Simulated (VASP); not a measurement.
# CaO (v.b) (Fm-3m) in VASP: single point with PBE

Aim: the single point of CaO (v.b) with PBE.

Program: VASP 6.6.1. These are calculated values, not measurements. Logs are shortened: lines on timing, memory, paths and dates and some standing lists are left out, and cuts for length are marked.

### 1 The cell of the first run

Symmetry: Fm-3m, No. 225, cubic system. Conventional cell: a = 4.831 Å, b = 4.831 Å, c = 4.831 Å, α = 90.00°, β = 90.00°, γ = 90.00°. Ca (site symmetry m-3m) has 6 O at 2.42 Å within 3.2 Å. O (site symmetry m-3m) has 6 Ca at 2.42 Å within 3.2 Å.

### 2 Single point, PBE

INCAR

```
ALGO = Normal ; EDIFF = 1E-6
ENCUT = 600 ; GGA = PE
GGA_COMPAT = F ; ISIF = 2
ISMEAR = 0 ; LASPH = T
LCHARG = F ; LREAL = F
LWAVE = F ; NBANDS = 15
NELM = 120 ; PREC = Accurate
SIGMA = 0.02
```

KPOINTS

```
k-points
0
Gamma
  8 8 8
```

POSCAR

```
CaO
1.0
    0.0000000000      2.4153651080      2.4153651080
    2.4153651080      0.0000000000      2.4153651080
    2.4153651080      2.4153651080      0.0000000000
Ca O
1 1
Direct
    0.0000000000      0.0000000000      0.0000000000
    0.5000000000      0.5000000000      0.5000000000
```

Potentials or basis: VASP PAW PBE potentials, release 64 (Ca_sv, O).

Launch:

```console
$ cat potpaw_PBE.64/Ca_sv/POTCAR potpaw_PBE.64/O/POTCAR > POTCAR
$ mpirun -np 1 vasp_std > vasp.out
```

OUTCAR:

```text
EDIFF = 1E-6
   ENCUT = 600
   GGA = PE
   ISIF = 2
   ISMEAR = 0
   LASPH = T
   LREAL = F
   NELM = 120
   PREC = Accurate

 ion  position               nearest neighbor table
   1  0.000  0.000  0.000-   2 2.42   2 2.42   2 2.42   2 2.42   2 2.42   2 2.42
   2  0.500  0.500  0.500-   1 2.42   1 2.42   1 2.42   1 2.42   1 2.42   1 2.42

  LATTYP: Found a face centered cubic cell.
 ALAT       =     4.8307302160

  Lattice vectors:

 A1 = (   0.0000000000,   2.4153651080,   2.4153651080)
 A2 = (   2.4153651080,   0.0000000000,   2.4153651080)
 A3 = (   2.4153651080,   2.4153651080,   0.0000000000)

Analysis of symmetry for initial positions (statically):
=====================================================================
 Subroutine PRICEL returns:
 Original cell was already a primitive cell.

 Routine SETGRP: Setting up the symmetry group for a
 face centered cubic supercell.

 Subroutine GETGRP returns: Found 48 space group operations
 (whereof 48 operations were pure point group operations)
 out of a pool of 48 trial point group operations.

The static configuration has the point symmetry O_h .

Analysis of symmetry for dynamics (positions and initial velocities):
=====================================================================
 Subroutine PRICEL returns:
 Original cell was already a primitive cell.

 Routine SETGRP: Setting up the symmetry group for a
 face centered cubic supercell.

 Subroutine GETGRP returns: Found 48 space group operations
 (whereof 48 operations were pure point group operations)
 out of a pool of 48 trial point group operations.

The dynamic configuration has the point symmetry O_h .

 Subroutine INISYM returns: Found 48 space group operations
 (whereof 48 operations are pure point group operations),
 and found     1 'primitive' translations

----------------------------------------------------------------------------------------

                                     Primitive cell

  volume of cell :      28.1824

  direct lattice vectors                    reciprocal lattice vectors
     0.000000000  2.415365108  2.415365108    -0.207008041  0.207008041  0.207008041
     2.415365108  0.000000000  2.415365108     0.207008041 -0.207008041  0.207008041
     2.415365108  2.415365108  0.000000000     0.207008041  0.207008041 -0.207008041

  length of vectors
     3.415842094  3.415842094  3.415842094     0.358548445  0.358548445  0.358548445

  position of ions in fractional coordinates (direct lattice)
     0.000000000  0.000000000  0.000000000
     0.500000000  0.500000000  0.500000000

  ion indices of the primitive-cell ions
   primitive index   ion index
                 1           1
                 2           2

----------------------------------------------------------------------------------------

 KPOINTS: k-points

Automatic generation of k-mesh.
 Grid dimensions read from file:
 generate k-points for:    8    8    8

 Generating k-lattice:

  Cartesian coordinates                     Fractional coordinates (reciprocal lattice)
    -0.025876005  0.025876005  0.025876005     0.125000000  0.000000000  0.000000000
     0.025876005 -0.025876005  0.025876005     0.000000000  0.125000000  0.000000000
     0.025876005  0.025876005 -0.025876005     0.000000000  0.000000000  0.125000000

  Length of vectors
     0.044818556  0.044818556  0.044818556

  Shift w.r.t. Gamma in fractional coordinates (k-lattice)
     0.000000000  0.000000000  0.000000000

 Subroutine IBZKPT returns following result:
 ===========================================

 Found     29 irreducible k-points:

 Following reciprocal coordinates:
            Coordinates               Weight
  0.000000  0.000000  0.000000      1.000000
  0.125000  0.000000  0.000000      8.000000
  0.250000  0.000000  0.000000      8.000000
  0.375000  0.000000  0.000000      8.000000
  0.500000  0.000000  0.000000      4.000000
  0.125000  0.125000  0.000000      6.000000
[... 16 lines left out ...]
  0.500000  0.250000  0.125000     48.000000
 -0.375000  0.250000  0.125000     24.000000
 [... further k-points ...]
   k-points           NKPTS =     29   k-points in BZ     NKDIM =     29   number of bands    NBANDS=     15
   number of dos      NEDOS =    301   number of ions     NIONS =      2
   total plane-waves  NPLWV =  21952
   dimension x,y,z NGX =    28 NGY =   28 NGZ =   28
   dimension x,y,z NGXF=    56 NGYF=   56 NGZF=   56
   ions per type =               1   1
   NGX,Y,Z   is equivalent  to a cutoff of  13.63, 13.63, 13.63 a.u.
   NGXF,Y,Z  is equivalent  to a cutoff of  27.25, 27.25, 27.25 a.u.
 SYSTEM =  unknown system
   PREC   = accura    normal or accurate (medium, high low for compatibility)
   ISTART =      0    job   : 0-new  1-cont  2-samecut
   ICHARG =      2    charge: 1-file 2-atom 10-const
   ISPIN  =      1    spin polarized calculation?
   LNONCOLLINEAR =      F non collinear calculations
   LSORBIT =      F    spin-orbit coupling
   LASPH  =      T    aspherical Exc in radial PAW
   ENCUT  =  600.0 eV  44.10 Ry    6.64 a.u.   6.82  6.82  6.82*2*pi/ulx,y,z
   NELM   =    120;   NELMIN=  2; NELMDL= -5     # of ELM steps
   EDIFF  = 0.1E-05   stopping-criterion for ELM
   LREAL  =      F    real-space projection
   EDIFFG = 0.1E-04   stopping-criterion for IOM
   NSW    =      0    number of steps for IOM
   IBRION =     -1    ionic relax: 0-MD 1-quasi-New 2-CG
   NFREE  =      0    steps in history (QN), initial steepest desc. (CG)
   ISIF   =      2    stress and relaxation
   ISYM   =      2    0-nonsym 1-usesym 2-fastsym
   POTIM  = 0.5000    time-step for ionic-motion
   TEBEG  =    0.0;   TEEND  =   0.0 temperature during run
   PSTRESS=    0.0 pullay stress
   NELECT =      16.0000    total number of electrons
   NUPDOWN=      -1.0000    fix difference up-down
   EMIN   =  10.00;   EMAX   =-10.00  energy-range for DOS
   EFERMI =   0.00;   METHOD = LEGACY
   ISMEAR =     0;   SIGMA  =   0.02  broadening in eV -4-tet -1-fermi 0-gaus
   EFERMI_NEDOS =   21; number of points for ismear=-14 and -15
   IALGO  =     38    algorithm
   IMIX   =      4    mixing-type and parameters
     AMIX     =   0.40;   BMIX     =  1.00
     AMIX_MAG =   1.60;   BMIX_MAG =  1.00
  volume/ion in A,a.u.               =      14.09        95.09
  Fermi-wavevector in a.u.,A,eV,Ry     =   1.355570  2.561656 25.001668  1.837571
  Thomas-Fermi vector in A             =   2.482647
   LORBIT       =      0    0 simple, 1 ext, 2 COOP (PROOUT), +10 PAW based schemes
   GGA     = PE    functional components
   LHFCALC =     F    Hartree Fock is set to
   AEXX    =    0.0000 exact exchange contribution
   IVDW    =     0    specifies the selected vdW correction
   LEPSILON=     F    determine dielectric tensor
   LRPA    =     F    only Hartree local field effects (RPA)
 non-spin polarized calculation
 Gauss-broadening in eV      SIGMA  =   0.02
  energy-cutoff  :      600.00
  volume of cell :       28.18
 maximum number of plane-waves:       960
   NGX = 13   NGY = 13   NGZ = 13

 number of electron      15.9999999 magnetization

 Free energy of the ion-electron system (eV)
  ---------------------------------------------------
  ext. energy  EPLUGINS =         0.00000000
  ---------------------------------------------------
  free energy    TOTEN  =       -12.80757781 eV

  energy without entropy =      -12.80757781  energy(sigma->0) =      -12.80757781

 E-fermi :   2.3440     XC(G=0): -10.4017

 val. band max:        2.2636990728   @ k =   0.0000   0.0000   0.0000
 cond. band min:       5.9037277708   @ k =   0.5000   0.5000   0.0000
 fundamental gap:      3.6400286980
 Fermi energy:         2.3440202476

 k-point     1 :       0.0000    0.0000    0.0000
  band No.  band energies     occupation
      1     -35.4354      2.00000
      2     -16.2102      2.00000
      3     -16.2102      2.00000
      4     -16.2102      2.00000
      5     -13.2396      2.00000
      6       2.2637      2.00000
      7       2.2637      2.00000
      8       2.2637      2.00000
      9       6.8555      0.00000
     10       8.4519      0.00000
     11       8.4519      0.00000
     12       8.4519      0.00000
     13       9.9294      0.00000
     14       9.9294      0.00000
     15      17.2421      0.00000

 k-point     2 :       0.1250    0.0000    0.0000
  band No.  band energies     occupation
      1     -35.4214      2.00000
      2     -16.4057      2.00000
      3     -16.2179      2.00000
      4     -16.2179      2.00000
      5     -13.0328      2.00000
      6       1.7339      2.00000
      7       2.0588      2.00000
      8       2.0588      2.00000
      9       7.5364      0.00000
     10       8.4115      0.00000
     11       8.7111      0.00000
     12       8.7111      0.00000
     13      10.2876      0.00000
     14      10.2876      0.00000
     15      17.8007      0.00000

 k-point     3 :       0.2500    0.0000    0.0000
  band No.  band energies     occupation
      1     -35.3876      2.00000
      2     -16.8023      2.00000
      3     -16.2363      2.00000
      4     -16.2363      2.00000
      5     -12.6072      2.00000
      6       0.7470      2.00000
      7       1.6193      2.00000
      8       1.6193      2.00000
      9       8.4711      0.00000
     10       8.9903      0.00000
     11       9.3903      0.00000
     12       9.3903      0.00000
     13      11.1504      0.00000
     14      11.1504      0.00000
     15      18.0453      0.00000

 k-point     4 :       0.3750    0.0000    0.0000
  band No.  band energies     occupation
      1     -35.3534      2.00000
      2     -17.1343      2.00000
      3     -16.2545      2.00000
      4     -16.2545      2.00000
      5     -12.2432      2.00000
      6      -0.0443      2.00000
      7       1.2366      2.00000
      8       1.2366      2.00000
      9       8.9160      0.00000
     10      10.1733      0.00000
     11      10.1733      0.00000
     12      10.2185      0.00000
     13      12.0916      0.00000
     14      12.0916      0.00000
     15      16.8763      0.00000
[... 307 lines left out ...]
 k-point    22 :       0.3750    0.2500    0.1250
  band No.  band energies     occupation
      1     -35.3629      2.00000
      2     -16.8394      2.00000
      3     -16.3610      2.00000
      4     -16.2705      2.00000
      5     -12.5620      2.00000
      6       0.4698      2.00000
      7       1.5018      2.00000
      8       1.7528      2.00000
      9       7.6134      0.00000
     10       9.2542      0.00000
     11      10.0676      0.00000
     12      10.3743      0.00000
     13      11.1397      0.00000
     14      12.3060      0.00000
     15      18.4975      0.00000

 k-point    23 :       0.5000    0.2500    0.1250
  band No.  band energies     occupation
      1     -35.3358      2.00000
      2     -16.9851      2.00000
      3     -16.4226      2.00000
      4     -16.3056      2.00000
      5     -12.4217      2.00000
      6       0.2884      2.00000
      7       1.2158      2.00000
      8       1.4316      2.00000
      9       8.1037      0.00000
     10       9.6672      0.00000
     11      10.6460      0.00000
     12      10.7283      0.00000
     13      12.0648      0.00000
     14      13.2269      0.00000
     15      16.8543      0.00000

 k-point    24 :      -0.3750    0.2500    0.1250
  band No.  band energies     occupation
      1     -35.3245      2.00000
      2     -17.0442      2.00000
      3     -16.4371      2.00000
      4     -16.3295      2.00000
      5     -12.3677      2.00000
      6       0.2366      2.00000
      7       1.1504      2.00000
      8       1.2288      2.00000
      9       8.9527      0.00000
     10       9.0319      0.00000
     11      10.9312      0.00000
     12      11.0876      0.00000
     13      12.3504      0.00000
     14      14.0351      0.00000
     15      15.8967      0.00000

 [... further k-points ...]
[... 5 lines left out ...]
  --------------------------------------------------------------------------------------
  -------------------------------------------------------------------------------------
  Total        0.0768092      0.0768092      0.0768092      0.0000000      0.0000000      0.0000000
  in kB        4.3666235      4.3666235      4.3666235      0.0000000      0.0000000      0.0000000
  external PRESSURE =       4.3666235 kB  Pullay stress =       0.0000000 kB

 VOLUME and BASIS-vectors are now :
 -----------------------------------------------------------------------------
  energy-cutoff  :      600.00
  volume of cell :       28.18
      direct lattice vectors                 reciprocal lattice vectors
     0.000000000  2.415365108  2.415365108    -0.207008041  0.207008041  0.207008041
     2.415365108  0.000000000  2.415365108     0.207008041 -0.207008041  0.207008041
     2.415365108  2.415365108  0.000000000     0.207008041  0.207008041 -0.207008041

 POSITION                                       TOTAL-FORCE (eV/Angst)
 -----------------------------------------------------------------------------------
      0.00000      0.00000      0.00000         0.000000     -0.000000      0.000000
      2.41537      2.41537      2.41537        -0.000000      0.000000     -0.000000
 -----------------------------------------------------------------------------------
    total drift:                                0.000000      0.000000      0.000000

  FREE ENERGIE OF THE ION-ELECTRON SYSTEM (eV)
  ---------------------------------------------------
  free  energy   TOTEN  =       -12.8075778093 eV

  energy  without entropy=      -12.8075778093  energy(sigma->0) =      -12.80757781
```

Wall time 12 s (1 thread of Intel Xeon Platinum 8375C at 2.90GHz (Ice Lake), shared host); peak memory 0.16 GiB.

What came out:

| Quantity | Value |
| --- | --- |
| Free energy | -12.8076 eV |
| Pressure | 0.4 GPa |
| Band gap on the k mesh | 3.64 eV, indirect (least direct gap 4.02 eV) |
